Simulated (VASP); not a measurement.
Write the native input for VASP 6.6.1 that does the following.

```
Task                   : single point
Functional             : LDA
Potentials or basis    : VASP PAW LDA potentials, release 64 (Ta_pv)
Cutoff                 : 520 eV
k mesh                 : 9 × 9 × 9
Occupations            : gaussian, width 0.02 eV
Spin                   : no spin polarisation
Dipole correction      : no
Further INCAR settings : ALGO = Normal; EDIFF = 1e-07; NBANDS = 12
```

The structure of Ta lies in POSCAR:

```
Ta
1.0
    1.5718550000      0.9075110000      5.1016200000
   -1.5718550000      0.9075110000      5.1016200000
    0.0000000000     -1.8150220000      5.1016200000
Ta
1
Direct
    0.5000000000      0.5000000000      0.5000000000
```

The input as run:

INCAR

```
PREC = Accurate ; ENCUT = 520
EDIFF = 1E-7 ; ISMEAR = 0
SIGMA = 0.02 ; LREAL = F
LASPH = T ; NELM = 60
ALGO = Normal ; ISIF = 2
LWAVE = F ; LCHARG = F
NBANDS = 12
```

KPOINTS

```
Automatic mesh
0
Gamma
  9 9 9
```

Potentials or basis: VASP PAW LDA potentials, release 64 (Ta_pv).

Run with:

```console
$ cat potpaw_LDA.64/Ta_pv/POTCAR > POTCAR
$ mpirun -np 1 vasp_std > vasp.out
```

Results of the run:

```json
{"Pressure": "-20.3 GPa"}
```

Run time: 2.6 min on 1 thread of AMD EPYC 7R13, on a shared host, peak memory 0.18 GiB.
